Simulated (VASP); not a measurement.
# Ba4Ti4O12F (a cell with a defect) in VASP: further runs

Runs on Ba4Ti4O12F (a cell with a defect). Level: PBE+D3(BJ). Tasks: single point.

Everything below comes from runs of VASP 6.6.1. Logs are shortened: lines on timing, memory, paths and dates and some standing lists are left out, and cuts for length are marked.

## Step 1: The cell of the first run

The cell holds a defect, 21 atoms: a = 6.942 Å, b = 6.942 Å, c = 6.942 Å, α = 109.47°, β = 109.47°, γ = 109.47°.

## Step 2: Single point, PBE+D3(BJ)

The input, INCAR:

```
SYSTEM = Ba4Ti4O12F
PREC     = Accurate       ! precision mode
ENCUT    = 520            ! plane-wave cutoff, eV
EDIFF    = 1E-7           ! SCF threshold, eV
ISMEAR   = 0              ! smearing method
SIGMA    = 0.05           ! smearing width, eV
LREAL    = Auto         
LASPH    = .True.         ! aspherical terms in the spheres
NELM     = 80             ! most SCF steps
ALGO     = Normal         ! electronic algorithm
ISIF     = 2              ! what is computed and relaxed
LWAVE    = .False.        ! write WAVECAR
LCHARG   = .False.        ! write CHGCAR
GGA      = PE             ! functional
IVDW     = 12             ! dispersion correction
NBANDS   = 100            ! bands
NELECT   = 168.0
```

The input, KPOINTS:

```
Automatic mesh
0
Gamma
  2 2 2
  0 0 0
```

The input, POSCAR:

```
Ba4Ti4O12F
1.0
   -4.0076820000      4.0076820000      4.0076820000
    4.0076820000     -4.0076820000      4.0076820000
    4.0076820000      4.0076820000     -4.0076820000
Ba Ti O F
4 4 12 1
Direct
    0.4487562885      0.4760941612      0.5379040802
    0.0115110181      0.0098020502      0.5173379525
    0.0152337436      0.4715861937     -0.0298083780
    0.4838874442     -0.0195147719     -0.0071058532
    0.0067847199     -0.0112167083     -0.0036487426
    0.5699089898      0.5146136844      0.0487977839
    0.4960777826     -0.0327525986      0.4925515547
   -0.0382401847      0.4735610260      0.4760049575
   -0.0267675928      0.2427308354      0.2463945493
    0.2310654887     -0.0096802840      0.2497050664
    0.2297245640      0.2299750829     -0.0039154803
    0.4953698921      0.7495362656      0.2449835092
    0.8727702198      0.5821478600      0.2246216142
    0.7197065536      0.7518212523     -0.0088087079
    0.4986802845      0.2596323760      0.7800566512
    0.7443141696     -0.0033745192      0.7427940890
    0.7353213154      0.2397771330      0.4951990951
   -0.0140193259      0.7507002801      0.7520856196
    0.2044683186      0.5028959384      0.7230733377
    0.2742809934      0.7679905741      0.5236662989
    0.6267354795      0.4627318235      0.3219812600
```

Potentials or basis: VASP PAW PBE potentials, release 64 (Ba_sv, Ti_sv, O, F).

Run with:

```bash
cat potpaw_PBE.64/Ba_sv/POTCAR potpaw_PBE.64/Ti_sv/POTCAR potpaw_PBE.64/O/POTCAR potpaw_PBE.64/F/POTCAR > POTCAR
mpirun -np 1 vasp_std > vasp.out
```

OUTCAR:

```text
SYSTEM = Ba4Ti4O12F
   PREC = Accurate
   ENCUT = 520
   EDIFF = 1E-7
   ISMEAR = 0
   LREAL = Auto
   LASPH = .True.
   NELM = 80
   ISIF = 2
   GGA = PE
   IVDW = 12
   NELECT = 168.0
 IVDW          = 12

 ion  position               nearest neighbor table
   1  0.449  0.476  0.538-  21 2.24  19 2.46  14 2.60  15 2.62  20 2.70   9 2.72  10 2.78  16 3.00
                            17 3.00  18 3.07  11 3.09  12 3.23   6 3.25   8 3.26   7 3.45   5 3.45
   2  0.012  0.010  0.517-  13 2.58  11 2.72  15 2.76  10 2.77  16 2.80  18 2.80  19 2.82  20 2.86
                             9 2.86  17 2.87  12 2.93  14 2.99   6 3.27  21 3.28   5 3.39   7 3.43
   3  0.015  0.472  0.970-  13 2.34  19 2.51  11 2.60  16 2.70  17 2.71  12 2.74  18 2.85   9 2.89
                            10 2.96  15 2.97  20 3.14  14 3.27   8 3.33   5 3.40   6 3.40   7 3.48
   4  0.484  0.980  0.993-  14 2.63  20 2.67  19 2.72  12 2.74   9 2.78  15 2.80  18 2.82  17 2.85
                            11 2.85  10 2.89  16 2.90  21 2.93   5 3.34   8 3.37   6 3.42   7 3.47
   5  0.007  0.989  0.996-  18 1.85  11 1.86  10 1.92  14 2.10  16 2.10   9 2.16   4 3.34   2 3.39
                             3 3.40   1 3.45   3 3.56   2 3.56   1 3.58   4 3.60
   6  0.570  0.515  0.049-  13 1.84  15 1.86  14 1.88  21 1.98  12 2.08  11 2.33   1 3.25   2 3.27
                             3 3.40   4 3.42   4 3.60   3 3.60   2 3.70   1 3.83
   7  0.496  0.967  0.493-  20 1.83  12 1.87  16 1.89  17 2.05  10 2.14  15 2.31   2 3.43   1 3.45
                             4 3.47   4 3.47   3 3.48   3 3.48   2 3.53   1 3.58
   8  0.962  0.474  0.476-  19 1.85   9 1.89  17 1.92  13 2.11  18 2.12  21 2.17  20 2.26   1 3.26
                             3 3.33   4 3.37   2 3.44   2 3.52   4 3.58   3 3.65   1 3.73
   9  0.973  0.243  0.246-   8 1.89   5 2.16   1 2.72   4 2.78   2 2.86   3 2.89
  10  0.231  0.990  0.250-   5 1.92   7 2.14   2 2.77   1 2.78   4 2.89   3 2.96
  11  0.230  0.230  0.996-   5 1.86   6 2.33   3 2.60   2 2.72   4 2.85   1 3.09
  12  0.495  0.750  0.245-   7 1.87   6 2.08   3 2.74   4 2.74   2 2.93   1 3.23
  13  0.873  0.582  0.225-   6 1.84   8 2.11   3 2.34   2 2.58
  14  0.720  0.752  0.991-   6 1.88   5 2.10   1 2.60   4 2.63   2 2.99   3 3.27
  15  0.499  0.260  0.780-   6 1.86   7 2.31   1 2.62   2 2.76   4 2.80   3 2.97
  16  0.744  0.997  0.743-   7 1.89   5 2.10   3 2.70   2 2.80   4 2.90   1 3.00
  17  0.735  0.240  0.495-   8 1.92   7 2.05   3 2.71   4 2.85   2 2.87   1 3.00
  18  0.986  0.751  0.752-   5 1.85   8 2.12   2 2.80   4 2.82   3 2.85   1 3.07
  19  0.204  0.503  0.723-   8 1.85   1 2.46   3 2.51   4 2.72   2 2.82
  20  0.274  0.768  0.524-   7 1.83   8 2.26   4 2.67   1 2.70   2 2.86   3 3.14
  21  0.627  0.463  0.322-   6 1.98   8 2.17   1 2.24   4 2.93   2 3.28

  LATTYP: Found a body centered cubic cell.
 ALAT       =     8.0153640000

  Lattice vectors:

 A1 = (  -4.0076820000,   4.0076820000,   4.0076820000)
 A2 = (   4.0076820000,  -4.0076820000,   4.0076820000)
 A3 = (   4.0076820000,   4.0076820000,  -4.0076820000)

Analysis of symmetry for initial positions (statically):
=====================================================================
 Subroutine PRICEL returns:
 Original cell was already a primitive cell.

 Routine SETGRP: Setting up the symmetry group for a
 body centered cubic supercell.

 Subroutine GETGRP returns: Found  1 space group operations
 (whereof  1 operations were pure point group operations)
 out of a pool of 48 trial point group operations.

The static configuration has the point symmetry C_1 .

Analysis of symmetry for dynamics (positions and initial velocities):
=====================================================================
 Subroutine PRICEL returns:
 Original cell was already a primitive cell.

 Routine SETGRP: Setting up the symmetry group for a
 body centered cubic supercell.

 Subroutine GETGRP returns: Found  1 space group operations
 (whereof  1 operations were pure point group operations)
 out of a pool of 48 trial point group operations.

The dynamic configuration has the point symmetry C_1 .

 Subroutine INISYM returns: Found  1 space group operations
 (whereof  1 operations are pure point group operations),
 and found     1 'primitive' translations

----------------------------------------------------------------------------------------

                                     Primitive cell

  volume of cell :     257.4778

  direct lattice vectors                    reciprocal lattice vectors
    -4.007682000  4.007682000  4.007682000     0.000000000  0.124760398  0.124760398
     4.007682000 -4.007682000  4.007682000     0.124760398  0.000000000  0.124760398
     4.007682000  4.007682000 -4.007682000     0.124760398  0.124760398  0.000000000

  length of vectors
     6.941508845  6.941508845  6.941508845     0.176437846  0.176437846  0.176437846

  position of ions in fractional coordinates (direct lattice)
     0.448756289  0.476094161  0.537904080
[... 61 lines left out ...]
     0.088218923  0.088218923  0.088218923

  Shift w.r.t. Gamma in fractional coordinates (k-lattice)
     0.000000000  0.000000000  0.000000000

 Subroutine IBZKPT returns following result:
 ===========================================

 Found      8 irreducible k-points:

 Following reciprocal coordinates:
            Coordinates               Weight
  0.000000  0.000000  0.000000      1.000000
  0.500000  0.000000  0.000000      1.000000
  0.000000  0.500000  0.000000      1.000000
  0.000000  0.000000  0.500000      1.000000
  0.500000  0.000000  0.500000      1.000000
  0.500000  0.500000  0.000000      1.000000
  0.000000  0.500000  0.500000      1.000000
  0.500000  0.500000  0.500000      1.000000
   k-points           NKPTS =      8   k-points in BZ     NKDIM =      8   number of bands    NBANDS=    100
   number of dos      NEDOS =    301   number of ions     NIONS =     21
   total plane-waves  NPLWV = 157464
   dimension x,y,z NGX =    54 NGY =   54 NGZ =   54
   dimension x,y,z NGXF=   108 NGYF=  108 NGZF=  108
   ions per type =               4   4  12   1
   NGX,Y,Z   is equivalent  to a cutoff of  12.93, 12.93, 12.93 a.u.
   NGXF,Y,Z  is equivalent  to a cutoff of  25.87, 25.87, 25.87 a.u.
 SYSTEM =  Ba4Ti4O12F
   PREC   = accura    normal or accurate (medium, high low for compatibility)
   ISTART =      0    job   : 0-new  1-cont  2-samecut
   ICHARG =      2    charge: 1-file 2-atom 10-const
   ISPIN  =      1    spin polarized calculation?
   LNONCOLLINEAR =      F non collinear calculations
   LSORBIT =      F    spin-orbit coupling
   LASPH  =      T    aspherical Exc in radial PAW
   ENCUT  =  520.0 eV  38.22 Ry    6.18 a.u.  12.91 12.91 12.91*2*pi/ulx,y,z
   NELM   =     80;   NELMIN=  2; NELMDL= -5     # of ELM steps
   EDIFF  = 0.1E-06   stopping-criterion for ELM
   LREAL  =      T    real-space projection
   EDIFFG = 0.1E-05   stopping-criterion for IOM
   NSW    =      0    number of steps for IOM
   IBRION =     -1    ionic relax: 0-MD 1-quasi-New 2-CG
   NFREE  =      0    steps in history (QN), initial steepest desc. (CG)
   ISIF   =      2    stress and relaxation
   ISYM   =      2    0-nonsym 1-usesym 2-fastsym
   POTIM  = 0.5000    time-step for ionic-motion
   TEBEG  =    0.0;   TEEND  =   0.0 temperature during run
   PSTRESS=    0.0 pullay stress
   NELECT =     168.0000    total number of electrons
   NUPDOWN=      -1.0000    fix difference up-down
   EMIN   =  10.00;   EMAX   =-10.00  energy-range for DOS
   EFERMI =   0.00;   METHOD = LEGACY
   ISMEAR =     0;   SIGMA  =   0.05  broadening in eV -4-tet -1-fermi 0-gaus
   EFERMI_NEDOS =   21; number of points for ismear=-14 and -15
   IALGO  =     38    algorithm
   IMIX   =      4    mixing-type and parameters
     AMIX     =   0.40;   BMIX     =  1.00
     AMIX_MAG =   1.60;   BMIX_MAG =  1.00
  volume/ion in A,a.u.               =      12.26        82.74
  Fermi-wavevector in a.u.,A,eV,Ry     =   1.419923  2.683265 27.431797  2.016180
  Thomas-Fermi vector in A             =   2.540892
   LORBIT       =      0    0 simple, 1 ext, 2 COOP (PROOUT), +10 PAW based schemes
   GGA     = PE    functional components
   LHFCALC =     F    Hartree Fock is set to
   AEXX    =    0.0000 exact exchange contribution
   IVDW    =    12    specifies the selected vdW correction
   LEPSILON=     F    determine dielectric tensor
   LRPA    =     F    only Hartree local field effects (RPA)
 non-spin polarized calculation
 Gauss-broadening in eV      SIGMA  =   0.05
  energy-cutoff  :      520.00
  volume of cell :      257.48
 maximum number of plane-waves:      6986
 NGX is ok and might be reduce to    54
   NGX = 25   NGY = 25   NGZ = 25

 number of electron     167.9999997 magnetization

 Free energy of the ion-electron system (eV)
  ---------------------------------------------------
  ext. energy  EPLUGINS =         0.00000000
  ---------------------------------------------------
  free energy    TOTEN  =      -154.63240350 eV

  energy without entropy =     -154.63240350  energy(sigma->0) =     -154.63240350

 E-fermi :   4.5304     XC(G=0): -11.4166

 val. band max:        4.2904382288   @ k =   0.5000   0.5000   0.5000
 cond. band min:       6.5495280697   @ k =   0.5000   0.5000   0.5000
 fundamental gap:      2.2590898410
 Fermi energy:         4.5303906215

 k-point     1 :       0.0000    0.0000    0.0000
  band No.  band energies     occupation
      1     -52.3232      2.00000
      2     -52.3190      2.00000
      3     -52.2427      2.00000
      4     -52.2380      2.00000
      5     -28.7558      2.00000
      6     -28.6477      2.00000
[... 781 lines left out ...]
     95       8.2739      0.00000
     96       8.3555      0.00000
 [bands above 96 left out]

------------------------ aborting loop because EDIFF is reached ----------------------------------------

 Edisp (eV)   -5.48468

 E8    (eV) :    -2.4738

  FORCE on cell =-STRESS in cart. coord.  units (eV):
  Direction    XX          YY          ZZ          XY          YZ          ZX
  --------------------------------------------------------------------------------------
  -------------------------------------------------------------------------------------
  Total      29.56713    25.61298    32.29487    -0.12573     0.60744    -7.42434
  in kB     183.98397   159.37893   200.95755    -0.78238     3.77982   -46.19861
  external pressure =      181.44 kB  Pullay stress =        0.00 kB

 VOLUME and BASIS-vectors are now :
 -----------------------------------------------------------------------------
  energy-cutoff  :      520.00
  volume of cell :      257.48
      direct lattice vectors                 reciprocal lattice vectors
    -4.007682000  4.007682000  4.007682000     0.000000000  0.124760398  0.124760398
     4.007682000 -4.007682000  4.007682000     0.124760398  0.000000000  0.124760398
     4.007682000  4.007682000 -4.007682000     0.124760398  0.124760398  0.000000000

 POSITION                                       TOTAL-FORCE (eV/Angst)
 -----------------------------------------------------------------------------------
      2.26531      2.04619      1.55076         0.203961      0.027060      0.130364
      2.06648      2.08018     -1.98791         0.099273     -0.042672      0.074839
      5.71713      2.05930     -1.93720        -0.033550     -0.012626      0.009769
      5.96941      1.98900      1.88954         0.151881     -0.011144      0.012324
      7.92860      0.05752     -0.00314         0.062332     -0.041941     -0.038649
     -0.02604      0.41717      4.15086         0.086576     -0.022055     -0.006956
[... 13 lines left out ...]
      4.07732      0.12006      2.07841         0.000832     -0.037483     -0.013017
      0.63312      1.94767      3.07584        -1.128092      0.005152     -0.265385
 -----------------------------------------------------------------------------------
    total drift:                               -0.011636     -0.008086     -0.004606

  FREE ENERGIE OF THE ION-ELECTRON SYSTEM (eV)
  ---------------------------------------------------
  free  energy   TOTEN  =      -160.1170793829 eV

  energy  without entropy=     -160.1170793829  energy(sigma->0) =     -160.11707938
```

Run time: 9.3 min. Hardware: 1 thread of Intel Xeon Platinum 8124M at 3.00GHz (Skylake/Cascade Lake), shared host; peak memory 0.48 GiB.

Results:

```
Free energy                : -160.1171 eV
Largest force              : 1.159 eV/Å
Dispersion energy per atom : -0.261 eV
```

Forces on the atoms (eV/Å):
```
Ba   0.204  0.027  0.130
Ba   0.099 -0.043  0.075
Ba  -0.034 -0.013  0.010
Ba   0.152 -0.011  0.012
Ti   0.062 -0.042 -0.039
Ti   0.087 -0.022 -0.007
Ti   0.075 -0.006  0.095
Ti   0.085 -0.042  0.057
O   -0.023 -0.079  0.060
O   -0.043  0.020  0.078
O   -0.015 -0.087 -0.027
O   -0.071  0.216 -0.085
O    0.525  0.014  0.048
O    0.042  0.043  0.112
O   -0.048  0.071  0.045
O    0.023  0.031 -0.086
O   -0.028  0.149 -0.104
O   -0.069 -0.171 -0.093
O    0.104 -0.024 -0.005
O    0.001 -0.037 -0.013
F   -1.128  0.005 -0.265
```

Caveat: the k points lie up to 0.55 Å⁻¹ apart; the cell carries a net charge on a neutralising background, which shifts energy and pressure; the cell is charged against a uniform background, so pressure and absolute levels hang on convention; spin-orbit coupling is left out, which moves the levels of the heavy elements.

(Part 1 of 3 ends here.)
